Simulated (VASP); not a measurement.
Crystal: LuH2.

```
Lu H
1.0
     0.00000    2.51650    2.51650
     2.51650    0.00000    2.51650
     2.51650    2.51650    0.00000
Lu H
1 2
Direct
  0.00000 0.00000 0.00000
  0.25000 0.25000 0.25000
  0.75000 0.75000 0.75000
```

| Item | Value |
| --- | --- |
| Program | VASP 6.6.1 |
| Task | relaxation of cell and atoms |
| Functional | LDA |
| Potentials or basis | VASP PAW PBE potentials, release 64 (Lu, H) |
| Cutoff | 600 eV |
| k mesh | 9 × 9 × 9 |
| Occupations | fermi-dirac, width 0.1 eV |
| Spin | no spin polarisation |

At the start: pressure -6.1 GPa; volume 10.62 Å³/atom.

**Question.** How do energy, volume and symmetry change on relaxing?

**Answer.** Over 3 steps the energy falls by 13.7 meV/atom and the volume is 9.93 Å³/atom (-6.5 %); space group Fm-3m (No. 225, to 0.1 Å) before and after.

Step by step:
```tsv
step	energy change (eV)	largest force (eV/Å)	pressure (GPa)	volume (Å³)
1	0.0000	0.0000	-6.12	31.87
2	-0.0406	0.0000	-0.78	30.04
3	-0.0411	0.0000	0.09	29.80
```

Final structure:
```yaml
crystal:
  lattice:
    - [0.00000, 2.46084, 2.46084]
    - [2.46084, 0.00000, 2.46084]
    - [2.46084, 2.46084, 0.00000]
  atoms:
    - { symbol: Lu, position: [0.00000, 0.00000, 0.00000] }
    - { symbol: H, position: [0.25000, 0.25000, 0.25000] }
    - { symbol: H, position: [0.75000, 0.75000, 0.75000] }
```

Caveat: the PAW data sets were made with another functional, which shifts forces and pressure a little.
